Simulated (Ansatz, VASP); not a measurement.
# CdTe: VASP beside Ansatz

```
Cd Te
1.0
     3.10563   -3.13533    0.00000
     3.10563    3.13533    0.00000
     0.00000    0.00000    6.17080
Cd Te
2 2
Cartesian
  3.1056 1.3982 4.6281
  3.1056 -1.3982 1.5427
  3.1056 -1.6689 4.6281
  3.1056 1.6689 1.5427
```

Change from the starting cell: volume scaled by 1.04.

Alike in both runs: task single point; functional PBE; k mesh 9 × 9 × 6; occupations fermi-dirac, width 0.05 eV; no spin polarisation.

|  | VASP | Ansatz |
| --- | --- | --- |
| version | VASP 6.6.1 | Ansatz 0.2.0 |
| potentials or method | VASP PAW PBE potentials, release 64 (Cd, Te), cutoff 520 eV | all-electron LAPW, scalar-relativistic |

|  | VASP | Ansatz | Ansatz less VASP |
| --- | --- | --- | --- |
| pressure (GPa) | -1.7 | -1.9 | -0.12 |
| traceless stress, the component that is largest in VASP (GPa) | 0.19 | 0.19 | -0.006 |
| rms of the force components (eV/Å) | 0.029 | 0.031 | +0.0018 |

Atom by atom the forces differ by 0.002 eV/Å (rms over components). Ansatz ran all-electron here, and VASP with PAW potentials.

Neither program's run includes spin-orbit coupling.
